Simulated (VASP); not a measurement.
# HgTe (zincblende type) (F-43m) in VASP: notebook

HgTe (zincblende type) is run at these levels: PBEsol; tasks: single point.

Everything below comes from runs of VASP 6.6.1. Logs are shortened: lines on timing, memory, paths and dates and some standing lists are left out, and cuts for length are marked.

### Step 1. The cell of the first run

The structure is cubic, space group F-43m (No. 216). The conventional cell has a = 5.335 Å, b = 5.335 Å, c = 5.335 Å, α = 90.00°, β = 90.00°, γ = 90.00°. Hg (site symmetry -43m) has 4 Te at 2.31 Å within 3.1 Å. Within 3.1 Å of Te (site symmetry -43m) lie 4 Hg at 2.31 Å.

### Step 2. Single point, PBEsol (volume scaled by 0.55)

INCAR

```
SYSTEM = HgTe
  PREC = Accurate
  ENCUT = 520
  EDIFF = 1E-6
  ISMEAR = -1
  SIGMA = 0.05
  LREAL = .False.
  LASPH = .True.
  NELM = 100
  ALGO = Normal
  ISIF = 2
  LWAVE = .False.
  LCHARG = .False.
  GGA = PS
  NBANDS = 16
```

KPOINTS

```
Automatic mesh
0
Gamma
  12 12 12
  0 0 0
```

POSCAR

```
HgTe
1.0
    0.0000000000      2.6675937194      2.6675937194
    2.6675937194      0.0000000000      2.6675937194
    2.6675937194      2.6675937194      0.0000000000
Hg Te
1 1
Direct
    0.0000000000      0.0000000000      0.0000000000
    0.2500000000      0.2500000000      0.2500000000
```

Potentials or basis: VASP PAW PBE potentials, release 64 (Hg, Te).

Started as:

```console
$ cat potpaw_PBE.64/Hg/POTCAR potpaw_PBE.64/Te/POTCAR > POTCAR
$ mpirun -np 1 vasp_std > vasp.out
```

OUTCAR:

```text
SYSTEM = HgTe
   PREC = Accurate
   ENCUT = 520
   EDIFF = 1E-6
   ISMEAR = -1
   LREAL = .False.
   LASPH = .True.
   NELM = 100
   ISIF = 2
   GGA = PS

 ion  position               nearest neighbor table
   1  0.000  0.000  0.000-   2 2.31   2 2.31   2 2.31   2 2.31
   2  0.250  0.250  0.250-   1 2.31   1 2.31   1 2.31   1 2.31

  LATTYP: Found a face centered cubic cell.
 ALAT       =     5.3351874388

  Lattice vectors:

 A1 = (   0.0000000000,   2.6675937194,   2.6675937194)
 A2 = (   2.6675937194,   0.0000000000,   2.6675937194)
 A3 = (   2.6675937194,   2.6675937194,   0.0000000000)

Analysis of symmetry for initial positions (statically):
=====================================================================
 Subroutine PRICEL returns:
 Original cell was already a primitive cell.

 Routine SETGRP: Setting up the symmetry group for a
 face centered cubic supercell.

 Subroutine GETGRP returns: Found 24 space group operations
 (whereof 24 operations were pure point group operations)
 out of a pool of 48 trial point group operations.

The static configuration has the point symmetry T_d .

Analysis of symmetry for dynamics (positions and initial velocities):
=====================================================================
 Subroutine PRICEL returns:
 Original cell was already a primitive cell.

 Routine SETGRP: Setting up the symmetry group for a
 face centered cubic supercell.

 Subroutine GETGRP returns: Found 24 space group operations
 (whereof 24 operations were pure point group operations)
 out of a pool of 48 trial point group operations.

The dynamic configuration has the point symmetry T_d .

 Subroutine INISYM returns: Found 24 space group operations
 (whereof 24 operations are pure point group operations),
 and found     1 'primitive' translations

----------------------------------------------------------------------------------------

                                     Primitive cell

  volume of cell :      37.9655

  direct lattice vectors                    reciprocal lattice vectors
     0.000000000  2.667593719  2.667593719    -0.187434839  0.187434839  0.187434839
     2.667593719  0.000000000  2.667593719     0.187434839 -0.187434839  0.187434839
     2.667593719  2.667593719  0.000000000     0.187434839  0.187434839 -0.187434839

  length of vectors
[... 79 lines left out ...]
   LASPH  =      T    aspherical Exc in radial PAW
   ENCUT  =  520.0 eV  38.22 Ry    6.18 a.u.   7.01  7.01  7.01*2*pi/ulx,y,z
   NELM   =    100;   NELMIN=  2; NELMDL= -5     # of ELM steps
   EDIFF  = 0.1E-05   stopping-criterion for ELM
   LREAL  =      F    real-space projection
   EDIFFG = 0.1E-04   stopping-criterion for IOM
   NSW    =      0    number of steps for IOM
   IBRION =     -1    ionic relax: 0-MD 1-quasi-New 2-CG
   NFREE  =      0    steps in history (QN), initial steepest desc. (CG)
   ISIF   =      2    stress and relaxation
   ISYM   =      2    0-nonsym 1-usesym 2-fastsym
   POTIM  = 0.5000    time-step for ionic-motion
   TEBEG  =    0.0;   TEEND  =   0.0 temperature during run
   PSTRESS=    0.0 pullay stress
   NELECT =      18.0000    total number of electrons
   NUPDOWN=      -1.0000    fix difference up-down
   EMIN   =  10.00;   EMAX   =-10.00  energy-range for DOS
   EFERMI =   0.00;   METHOD = LEGACY
   ISMEAR =    -1;   SIGMA  =   0.05  broadening in eV -4-tet -1-fermi 0-gaus
   EFERMI_NEDOS =   21; number of points for ismear=-14 and -15
   IALGO  =     38    algorithm
   IMIX   =      4    mixing-type and parameters
     AMIX     =   0.40;   BMIX     =  1.00
     AMIX_MAG =   1.60;   BMIX_MAG =  1.00
  volume/ion in A,a.u.               =      18.98       128.10
  Fermi-wavevector in a.u.,A,eV,Ry     =   1.276545  2.412319 22.171592  1.629566
  Thomas-Fermi vector in A             =   2.409195
   LORBIT       =      0    0 simple, 1 ext, 2 COOP (PROOUT), +10 PAW based schemes
   GGA     = PS    functional components
   LHFCALC =     F    Hartree Fock is set to
   AEXX    =    0.0000 exact exchange contribution
   IVDW    =     0    specifies the selected vdW correction
   LEPSILON=     F    determine dielectric tensor
   LRPA    =     F    only Hartree local field effects (RPA)
 non-spin polarized calculation
  energy-cutoff  :      520.00
  volume of cell :       37.97
 maximum number of plane-waves:      1036
   NGX = 13   NGY = 13   NGZ = 13

 number of electron      18.0000003 magnetization

 Free energy of the ion-electron system (eV)
  ---------------------------------------------------
  ext. energy  EPLUGINS =         0.00000000
  ---------------------------------------------------
  free energy    TOTEN  =         1.87347386 eV

  energy without entropy =        1.87396860  energy(sigma->0) =        1.87372123

 E-fermi :  11.7823     XC(G=0): -11.7787

 val. band max:       11.5201096255   @ k =  -0.0833   0.0833   0.0000
 cond. band min:      11.8281655567   @ k =   0.0000   0.0000   0.0000
 fundamental gap:      0.3080559312
 Fermi energy:        11.7823480971

 k-point     1 :       0.0000    0.0000    0.0000
  band No.  band energies     occupation
      1      -6.8093      2.00000
      2      -1.1987      2.00000
      3      -1.1987      2.00000
      4      -1.1987      2.00000
      5       0.2832      2.00000
      6       0.2832      2.00000
[... 433 lines left out ...]
      3      -0.7242      2.00000
      4      -0.0413      2.00000
      5       0.2949      2.00000
      6       0.7133      2.00000
[... 8 lines left out ...]
     15      20.9782      0.00000
     16      21.3719      0.00000

 [... further k-points ...]

------------------------ aborting loop because EDIFF is reached ----------------------------------------

  FORCE on cell =-STRESS in cart. coord.  units (eV):
  Direction    XX          YY          ZZ          XY          YZ          ZX
  --------------------------------------------------------------------------------------
  -------------------------------------------------------------------------------------
  Total       27.6437434     27.6437434     27.6437434     -0.0000000      0.0000000     -0.0000000
  in kB     1166.5903548   1166.5903548   1166.5903548     -0.0000000      0.0000000     -0.0000000
  external PRESSURE =    1166.5903548 kB  Pullay stress =       0.0000000 kB

 VOLUME and BASIS-vectors are now :
 -----------------------------------------------------------------------------
  energy-cutoff  :      520.00
  volume of cell :       37.97
      direct lattice vectors                 reciprocal lattice vectors
     0.000000000  2.667593719  2.667593719    -0.187434839  0.187434839  0.187434839
     2.667593719  0.000000000  2.667593719     0.187434839 -0.187434839  0.187434839
     2.667593719  2.667593719  0.000000000     0.187434839  0.187434839 -0.187434839

 POSITION                                       TOTAL-FORCE (eV/Angst)
 -----------------------------------------------------------------------------------
      0.00000      0.00000      0.00000         0.000000      0.000000      0.000000
      1.33380      1.33380      1.33380        -0.000000     -0.000000     -0.000000
 -----------------------------------------------------------------------------------
    total drift:                               -0.000000     -0.000000     -0.000000

  FREE ENERGIE OF THE ION-ELECTRON SYSTEM (eV)
  ---------------------------------------------------
  free  energy   TOTEN  =         1.8734738637 eV

  energy  without entropy=        1.8739685988  energy(sigma->0) =        1.87372123
```

stdout:

```text
POSCAR found type information on POSCAR HgTe
 POSCAR found :  2 types and       2 ions
 scaLAPACK will be used
 -----------------------------------------------------------------------------
|                                                                             |
|                                                                             |
|     You enforced a specific xc type in the INCAR file but a different       |
|     I HOPE YOU KNOW WHAT YOU ARE DOING!                                     |
|                                                                             |
 -----------------------------------------------------------------------------

 LDA part: xc-table for (Slater+PW92), standard interpolation
 POSCAR, INCAR and KPOINTS ok, starting setup
 FFT: planning ... GRIDC
 FFT: planning ... GRID_SOFT
 FFT: planning ... GRID
 WAVECAR not read
 entering main loop
```

It took 20 s on 1 thread of Intel Xeon Platinum 8488C (Sapphire Rapids), shared host; peak memory 0.18 GiB.

Results:

```
Free energy : 1.8735 eV
Pressure    : 116.7 GPa
```

Caveat: the PAW data sets were made with another functional, which shifts forces and pressure a little; spin-orbit coupling is left out, which moves the levels of the heavy elements.

### Step 3. Single point, PBEsol (volume scaled by 0.55)

INCAR

```
ALGO = Normal ; EDIFF = 1E-6
ENCUT = 520 ; GGA = PS
ISIF = 2 ; ISMEAR = -1
LASPH = True ; LCHARG = False
LREAL = False ; LWAVE = False
NBANDS = 16 ; NELM = 80
PREC = Accurate ; SIGMA = 0.05
```

KPOINTS

```
k-points
0
Gamma
  12 12 12
```

POSCAR is that of step 2.

Potentials or basis: VASP PAW PBE potentials, release 64 (Hg, Te).

Started as:

```console
$ cat potpaw_PBE.64/Hg/POTCAR potpaw_PBE.64/Te/POTCAR > POTCAR
$ mpirun -np 1 vasp_std > vasp.out
```

Run time: 20 s. Hardware: 1 thread of Intel Xeon Platinum 8488C (Sapphire Rapids), shared host; peak memory 0.18 GiB.

Results (log left out):

* Free energy: 1.8735 eV
* Pressure: 116.7 GPa

Levels at points of the mesh, in eV from the Fermi level:
```
           k point  band 7  band 8  band 9  band 10  band 11  band 12
(0.00, 0.00, 0.00)    0.05    0.05    0.05     0.55     2.36     2.36
(0.50, 0.00, 0.00)  -10.54   -2.85   -2.85     0.39     3.84     3.84
(0.50, 0.50, 0.00)   -9.73   -6.08   -6.08     0.27     0.55     9.71
```

Caveat: the PAW data sets were made with another functional, which shifts forces and pressure a little; spin-orbit coupling is left out, which moves the levels of the heavy elements.

### Step 4. Single point, PBEsol (volume scaled by 0.64)

INCAR

```
SYSTEM = HgTe
ALGO = Normal
EDIFF = 1E-6
ENCUT = 520
GGA = PS
ISIF = 2
ISMEAR = -1
LASPH = .TRUE.
LCHARG = .FALSE.
LREAL = .FALSE.
LWAVE = .FALSE.
NBANDS = 16
NELM = 80
PREC = Accurate
SIGMA = 0.05
```

KPOINTS

```
k-points
0
G
  12 12 12
  0 0 0
```

POSCAR

```
HgTe
1.0
    0.0000000000      2.8058133746      2.8058133746
    2.8058133746      0.0000000000      2.8058133746
    2.8058133746      2.8058133746      0.0000000000
Hg Te
1 1
Direct
    0.0000000000      0.0000000000      0.0000000000
    0.2500000000      0.2500000000      0.2500000000
```

Started as:

```console
$ cat potpaw_PBE.64/Hg/POTCAR potpaw_PBE.64/Te/POTCAR > POTCAR
$ mpirun -np 1 vasp_std > vasp.out
```

Wall time 25 s (1 thread of Intel Xeon Platinum 8488C (Sapphire Rapids), shared host); peak memory 0.2 GiB.

It converged, with:

```
Free energy            : -1.4176 eV
Pressure               : 59.5 GPa
Band gap on the k mesh : 0.28 eV, direct
```

Levels at points of the mesh, in eV from the valence-band top:
| k point | band 6 | band 7 | band 8 | band 9 | band 10 | band 11 | band 12 | band 13 |
| --- | --- | --- | --- | --- | --- | --- | --- | --- |
| (0.00, 0.00, 0.00) | -9.86 | 0.00 | 0.00 | 0.00 | 0.28 | 2.97 | 2.97 | 2.97 |
| (0.50, 0.00, 0.00) | -9.48 | -9.05 | -2.23 | -2.23 | 0.53 | 4.23 | 4.23 | 5.44 |
| (0.50, 0.50, 0.00) | -8.84 | -8.38 | -4.82 | -4.82 | 0.92 | 1.05 | 10.02 | 10.17 |

Caveat: the PAW data sets were made with another functional, which shifts forces and pressure a little; spin-orbit coupling is left out, which moves the levels of the heavy elements. A k mesh can miss the band edges.

### Step 5. Single point, PBEsol (volume scaled by 0.64)

INCAR

```
ALGO = Normal
EDIFF = 1E-6
ENCUT = 520
GGA = PS
ISIF = 2
ISMEAR = -1
LASPH = T
LCHARG = F
LREAL = F
LWAVE = F
NBANDS = 16
NELM = 60
PREC = Accurate
SIGMA = 0.05
```

KPOINTS

```
k-points
0
Gamma
  12 12 12
```

POSCAR is that of step 4.

Started as:

```console
$ cat potpaw_PBE.64/Hg/POTCAR potpaw_PBE.64/Te/POTCAR > POTCAR
$ mpirun -np 1 vasp_std > vasp.out
```

Run time: 25 s. Hardware: 1 thread of Intel Xeon Platinum 8488C (Sapphire Rapids), shared host; peak memory 0.2 GiB.

It converged, with:

* Free energy: -1.4176 eV
* Pressure: 59.5 GPa
* Band gap on the k mesh: 0.28 eV, direct

Levels at points of the mesh, in eV from the valence-band top:
```csv
k point,band 7,band 8,band 9,band 10,band 11,band 12
"(0.00, 0.00, 0.00)",0.00,0.00,0.00,0.28,2.97,2.97
"(0.50, 0.00, 0.00)",-9.05,-2.23,-2.23,0.53,4.23,4.23
"(0.50, 0.50, 0.00)",-8.38,-4.82,-4.82,0.92,1.05,10.02
```

Caveat: the PAW data sets were made with another functional, which shifts forces and pressure a little; spin-orbit coupling is left out, which moves the levels of the heavy elements. A k mesh can miss the band edges.
